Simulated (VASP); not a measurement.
# Sn3P4 (Pm-3m) in VASP: a series of runs

Runs on Sn3P4. Level: PBE. Tasks: single point.

Everything below comes from runs of VASP 6.6.1. Logs are shortened: lines on timing, memory, paths and dates and some standing lists are left out, and cuts for length are marked.

## 1. The cell of the first run

Symmetry: Pm-3m, No. 221, cubic system. The conventional cell has a = 5.125 Å, b = 5.125 Å, c = 5.125 Å, α = 90.00°, β = 90.00°, γ = 90.00°. Sn (site symmetry 4/mmm) has 6 P at 2.56 Å within 3.4 Å. Within 3.4 Å of P (site symmetry 4/mmm) lie 4 Sn at 2.56 Å. P (site symmetry m-3m) has 6 Sn at 2.56 Å within 3.4 Å.

## 2. Single point, PBE (atoms taken out)

INCAR reads:

```
PREC = Accurate ; ENCUT = 520
EDIFF = 1E-7 ; ISMEAR = 0
SIGMA = 0.1 ; LREAL = F
LASPH = T ; NELM = 80
ALGO = Normal ; ISIF = 2
LWAVE = F ; LCHARG = F
GGA = PE ; NBANDS = 40
```

KPOINTS reads:

```
Automatic mesh
0
Gamma
  4 4 4
```

POSCAR reads:

```
Sn3P4
1.0
    5.1249344500      0.0000000000      0.0000000000
    0.0000000000      5.1249344500      0.0000000000
    0.0000000000      0.0000000000      5.1249344500
Sn P
3 4
Direct
    0.5000000000      0.0000000000      0.0000000000
    0.0000000000      0.5000000000      0.0000000000
    0.0000000000      0.0000000000      0.5000000000
    0.0000000000      0.5000000000      0.5000000000
    0.5000000000      0.0000000000      0.5000000000
    0.5000000000      0.5000000000      0.0000000000
    0.0000000000      0.0000000000      0.0000000000
```

Potentials or basis: VASP PAW PBE potentials, release 64 (Sn_d, P).

Command:

```
$ cat potpaw_PBE.64/Sn_d/POTCAR potpaw_PBE.64/P/POTCAR > POTCAR
$ mpirun -np 1 vasp_std > vasp.out
```

OUTCAR:

```text
PREC = Accurate
   ENCUT = 520
   EDIFF = 1E-7
   ISMEAR = 0
   LREAL = F
   LASPH = T
   NELM = 80
   ISIF = 2
   GGA = PE

 ion  position               nearest neighbor table
   1  0.500  0.000  0.000-   5 2.56   6 2.56   7 2.56   5 2.56   6 2.56   7 2.56   3 3.62   2 3.62
                             2 3.62   2 3.62   3 3.62   3 3.62   3 3.62   2 3.62
   2  0.000  0.500  0.000-   4 2.56   6 2.56   7 2.56   4 2.56   7 2.56   6 2.56   3 3.62   1 3.62
                             3 3.62   1 3.62   3 3.62   1 3.62   3 3.62   1 3.62
   3  0.000  0.000  0.500-   4 2.56   5 2.56   7 2.56   7 2.56   4 2.56   5 2.56   2 3.62   2 3.62
                             2 3.62   1 3.62   2 3.62   1 3.62   1 3.62   1 3.62
   4  0.000  0.500  0.500-   2 2.56   3 2.56   2 2.56   3 2.56
   5  0.500  0.000  0.500-   1 2.56   3 2.56   1 2.56   3 2.56
   6  0.500  0.500  0.000-   1 2.56   2 2.56   1 2.56   2 2.56
   7  0.000  0.000  0.000-   1 2.56   2 2.56   3 2.56   3 2.56   2 2.56   1 2.56

  LATTYP: Found a simple cubic cell.
 ALAT       =     5.1249344500

  Lattice vectors:

 A1 = (   5.1249344500,   0.0000000000,   0.0000000000)
 A2 = (   0.0000000000,   5.1249344500,   0.0000000000)
 A3 = (   0.0000000000,   0.0000000000,   5.1249344500)

Analysis of symmetry for initial positions (statically):
=====================================================================
 Subroutine PRICEL returns:
 Original cell was already a primitive cell.

 Routine SETGRP: Setting up the symmetry group for a
 simple cubic supercell.

 Subroutine GETGRP returns: Found 48 space group operations
 (whereof 48 operations were pure point group operations)
 out of a pool of 48 trial point group operations.

The static configuration has the point symmetry O_h .

Analysis of symmetry for dynamics (positions and initial velocities):
=====================================================================
 Subroutine PRICEL returns:
 Original cell was already a primitive cell.

 Routine SETGRP: Setting up the symmetry group for a
 simple cubic supercell.

 Subroutine GETGRP returns: Found 48 space group operations
 (whereof 48 operations were pure point group operations)
 out of a pool of 48 trial point group operations.

The dynamic configuration has the point symmetry O_h .

 Subroutine INISYM returns: Found 48 space group operations
 (whereof 48 operations are pure point group operations),
 and found     1 'primitive' translations

----------------------------------------------------------------------------------------

                                     Primitive cell

[... 91 lines left out ...]
   ISIF   =      2    stress and relaxation
   ISYM   =      2    0-nonsym 1-usesym 2-fastsym
   POTIM  = 0.5000    time-step for ionic-motion
   TEBEG  =    0.0;   TEEND  =   0.0 temperature during run
   PSTRESS=    0.0 pullay stress
   NELECT =      62.0000    total number of electrons
   NUPDOWN=      -1.0000    fix difference up-down
   EMIN   =  10.00;   EMAX   =-10.00  energy-range for DOS
   EFERMI =   0.00;   METHOD = LEGACY
   ISMEAR =     0;   SIGMA  =   0.10  broadening in eV -4-tet -1-fermi 0-gaus
   EFERMI_NEDOS =   21; number of points for ismear=-14 and -15
   IALGO  =     38    algorithm
   IMIX   =      4    mixing-type and parameters
     AMIX     =   0.40;   BMIX     =  1.00
     AMIX_MAG =   1.60;   BMIX_MAG =  1.00
  volume/ion in A,a.u.               =      19.23       129.77
  Fermi-wavevector in a.u.,A,eV,Ry     =   1.264301  2.389182 21.748321  1.598457
  Thomas-Fermi vector in A             =   2.397613
   LORBIT       =      0    0 simple, 1 ext, 2 COOP (PROOUT), +10 PAW based schemes
   GGA     = PE    functional components
   LHFCALC =     F    Hartree Fock is set to
   AEXX    =    0.0000 exact exchange contribution
   IVDW    =     0    specifies the selected vdW correction
   LEPSILON=     F    determine dielectric tensor
   LRPA    =     F    only Hartree local field effects (RPA)
 non-spin polarized calculation
 Gauss-broadening in eV      SIGMA  =   0.10
  energy-cutoff  :      520.00
  volume of cell :      134.61
 maximum number of plane-waves:      3695
 NGX is ok and might be reduce to    40
   NGX = 19   NGY = 19   NGZ = 19

 number of electron      62.0000007 magnetization

 Free energy of the ion-electron system (eV)
  ---------------------------------------------------
  ext. energy  EPLUGINS =         0.00000000
  ---------------------------------------------------
  free energy    TOTEN  =       -29.29151974 eV

  energy without entropy =      -29.27387317  energy(sigma->0) =      -29.28269645

 E-fermi :   8.6390     XC(G=0): -10.7770

 val. band max:        8.6005245095   @ k =   0.2500   0.0000   0.0000
 cond. band min:       8.7055373847   @ k =   0.5000   0.2500   0.2500
 fundamental gap:      0.1050128753
 Fermi energy:         8.6390223119

 k-point     1 :       0.0000    0.0000    0.0000
  band No.  band energies     occupation
      1     -13.1353      2.00000
      2     -13.0134      2.00000
      3     -13.0134      2.00000
      4     -12.9582      2.00000
      5     -12.9582      2.00000
      6     -12.9582      2.00000
[... 419 lines left out ...]
     39      10.7845      0.00000
     40      10.7845      0.00000

------------------------ aborting loop because EDIFF is reached ----------------------------------------

  FORCE on cell =-STRESS in cart. coord.  units (eV):
  Direction    XX          YY          ZZ          XY          YZ          ZX
  --------------------------------------------------------------------------------------
  -------------------------------------------------------------------------------------
  Total       16.5108764     16.5108764     16.5108764      0.0000000     -0.0000000      0.0000000
  in kB      196.5240769    196.5240769    196.5240769      0.0000000     -0.0000000      0.0000000
  external PRESSURE =     196.5240769 kB  Pullay stress =       0.0000000 kB

 VOLUME and BASIS-vectors are now :
 -----------------------------------------------------------------------------
  energy-cutoff  :      520.00
  volume of cell :      134.61
      direct lattice vectors                 reciprocal lattice vectors
     5.124934450  0.000000000  0.000000000     0.195124447  0.000000000  0.000000000
     0.000000000  5.124934450  0.000000000     0.000000000  0.195124447  0.000000000
     0.000000000  0.000000000  5.124934450     0.000000000  0.000000000  0.195124447

 POSITION                                       TOTAL-FORCE (eV/Angst)
 -----------------------------------------------------------------------------------
      2.56247      0.00000      0.00000         0.000000      0.000000      0.000000
      0.00000      2.56247      0.00000         0.000000      0.000000      0.000000
      0.00000      0.00000      2.56247         0.000000      0.000000      0.000000
      0.00000      2.56247      2.56247         0.000000      0.000000      0.000000
      2.56247      0.00000      2.56247         0.000000      0.000000      0.000000
      2.56247      2.56247      0.00000         0.000000      0.000000      0.000000
      0.00000      0.00000      0.00000         0.000000      0.000000      0.000000
 -----------------------------------------------------------------------------------
    total drift:                               -0.000000      0.000000     -0.000000

  FREE ENERGIE OF THE ION-ELECTRON SYSTEM (eV)
  ---------------------------------------------------
  free  energy   TOTEN  =       -29.2915197386 eV

  energy  without entropy=      -29.2738731694  energy(sigma->0) =      -29.28269645
```

stdout:

```text
POSCAR found type information on POSCAR SnP
 POSCAR found :  2 types and       7 ions
 scaLAPACK will be used
 LDA part: xc-table for (Slater+PW92), standard interpolation
 POSCAR, INCAR and KPOINTS ok, starting setup
 FFT: planning ... GRIDC
 FFT: planning ... GRID_SOFT
 FFT: planning ... GRID
 WAVECAR not read
 entering main loop
```

It took 26 s on 1 thread of AMD EPYC 9R45 (Zen 5), shared host; peak memory 0.22 GiB.

What came out:

```yaml
Free_energy: -29.2915 eV
Pressure: 19.7 GPa
Band_gap_on_the_k_mesh: zero (bands 31 and 32 overlap by 1.39 eV)
```

Levels at points of the mesh, in eV from the Fermi level:
```csv
k point,band 29,band 30,band 31,band 32,band 33,band 34
"(0.00, 0.00, 0.00)",-2.67,-2.67,-0.49,0.34,0.34,0.34
"(0.50, 0.00, 0.00)",-1.75,-0.43,-0.43,0.24,0.87,2.16
"(0.50, 0.50, 0.00)",-0.80,-0.80,0.07,1.15,1.87,1.87
"(0.50, 0.50, 0.50)",-0.33,0.90,0.90,1.52,1.52,1.91
```

Caveat: the cell differs from its parent crystal (atoms taken out); the cell stands under pressure; spin-orbit coupling is left out, which moves the levels of the heavy elements.

## 3. Single point, PBE (atoms taken out)

INCAR reads:

```
  PREC = Accurate
  ENCUT = 520
  EDIFF = 1E-7
  ISMEAR = 0
  SIGMA = 0.1
  LREAL = False
  LASPH = True
  NELM = 80
  ALGO = Normal
  ISIF = 2
  LWAVE = False
  LCHARG = True
  GGA = PE
  LELF = True
  LVHAR = True
  NBANDS = 40
```

KPOINTS reads:

```
regular mesh
0
Gamma
  4 4 4
```

POSCAR, as its differences from that of step 2:

```diff
@@ -2,5 +2,5 @@
 1.0
-    5.1249344500      0.0000000000      0.0000000000
-    0.0000000000      5.1249344500      0.0000000000
-    0.0000000000      0.0000000000      5.1249344500
+    5.4520561056      0.0000000000      0.0000000000
+    0.0000000000      5.4520561056      0.0000000000
+    0.0000000000      0.0000000000      5.4520561056
 Sn P
```

Potentials or basis: VASP PAW PBE potentials, release 64 (Sn_d, P).

Command:

```
$ cat potpaw_PBE.64/Sn_d/POTCAR potpaw_PBE.64/P/POTCAR > POTCAR
$ mpirun -np 1 vasp_std > vasp.out
```

Wall time 36 s (1 thread of AMD EPYC 9R45 (Zen 5), shared host); peak memory 0.24 GiB.

The run converged. Its results:

- Free energy: -30.7037 eV
- Pressure: 0.0 GPa
- Band gap on the k mesh: zero (bands 31 and 32 overlap by 1.02 eV)

Levels at points of the mesh, in eV from the Fermi level:
```csv
k point,band 29,band 30,band 31,band 32,band 33,band 34
"(0.00, 0.00, 0.00)",-2.21,-2.21,-1.89,0.26,0.26,0.26
"(0.50, 0.00, 0.00)",-1.49,-0.30,-0.30,-0.03,0.54,1.41
"(0.50, 0.50, 0.00)",-0.75,-0.75,0.09,0.88,1.40,1.40
"(0.50, 0.50, 0.50)",-0.43,0.68,0.68,1.56,1.56,1.60
```

Caveat: the cell differs from its parent crystal (atoms taken out); spin-orbit coupling is left out, which moves the levels of the heavy elements.

## 4. Single point, PBE (atoms taken out)

INCAR reads:

```
PREC     = Accurate       # precision mode
ENCUT    = 520            # plane-wave cutoff, eV
EDIFF    = 1E-6           # SCF threshold, eV
ISMEAR   = 0              # smearing method
SIGMA    = 0.1            # smearing width, eV
LREAL    = False          # projectors in reciprocal space
LASPH    = True           # aspherical terms in the spheres
NELM     = 100            # most SCF steps
ALGO     = Normal         # electronic algorithm
ISIF     = 2              # what is computed and relaxed
LWAVE    = False          # write WAVECAR
LCHARG   = False          # write CHGCAR
GGA      = PE             # functional
NBANDS   = 40             # bands
```

KPOINTS reads:

```
regular mesh
0
Gamma
  8 8 8
```

POSCAR, as its differences from that of step 3:

```diff
@@ -2,5 +2,5 @@
 1.0
-    5.4520561056      0.0000000000      0.0000000000
-    0.0000000000      5.4520561056      0.0000000000
-    0.0000000000      0.0000000000      5.4520561056
+    5.4487855486      0.0000000000      0.0000000000
+    0.0000000000      5.4487855486      0.0000000000
+    0.0000000000      0.0000000000      5.4487855486
 Sn P
```

Command:

```
$ cat potpaw_PBE.64/Sn_d/POTCAR potpaw_PBE.64/P/POTCAR > POTCAR
$ mpirun -np 1 vasp_std > vasp.out
```

Run time: 92 s. Hardware: 1 thread of AMD EPYC 9R45 (Zen 5), shared host; peak memory 0.33 GiB.

Results (log left out):

| Quantity | Value |
| --- | --- |
| Free energy | -30.5140 eV |
| Pressure | 0.0 GPa |
| Band gap on the k mesh | zero (bands 31 and 32 overlap by 1.03 eV) |

Levels at points of the mesh, in eV from the Fermi level:
```csv
k point,band 27,band 28,band 29,band 30,band 31,band 32,band 33,band 34,band 35,band 36
"(0.00, 0.00, 0.00)",-3.29,-2.31,-2.31,-2.31,-1.97,0.19,0.19,0.19,3.23,3.23
"(0.50, 0.00, 0.00)",-2.43,-2.43,-1.57,-0.37,-0.37,-0.12,0.46,1.32,2.97,3.83
"(0.50, 0.50, 0.00)",-1.07,-0.96,-0.85,-0.85,0.02,0.78,1.30,1.30,2.29,2.53
"(0.50, 0.50, 0.50)",-0.53,-0.53,-0.53,0.62,0.62,1.46,1.46,1.50,1.72,1.72
```

Caveat: the cell differs from its parent crystal (atoms taken out); spin-orbit coupling is left out, which moves the levels of the heavy elements.

## 5. The runs side by side

| cell | k mesh | gap on the mesh (eV) | pressure (GPa) |
| --- | --- | --- | --- |
| a = 5.125 Å, 7 atoms | 4 × 4 × 4 | none | 19.7 |
| a = 5.452 Å, 7 atoms | 4 × 4 × 4 | none | 0.0 |
| a = 5.449 Å, 7 atoms | 8 × 8 × 8 | none | 0.0 |

Alike in all rows: task single point; level PBE; potentials or basis VASP PAW PBE potentials, release 64 (Sn_d, P); no spin polarisation; cutoff (eV) 520; smearing gaussian 0.1 eV.

Caveats: spin-orbit coupling is left out, which moves the levels of the heavy elements; the cell stands under pressure (at least some runs).

Total energies depend on the potentials used, so only differences within one code and one set of settings carry meaning.

The gap in the log of VASP goes by the Fermi energy; the results here count the filled bands.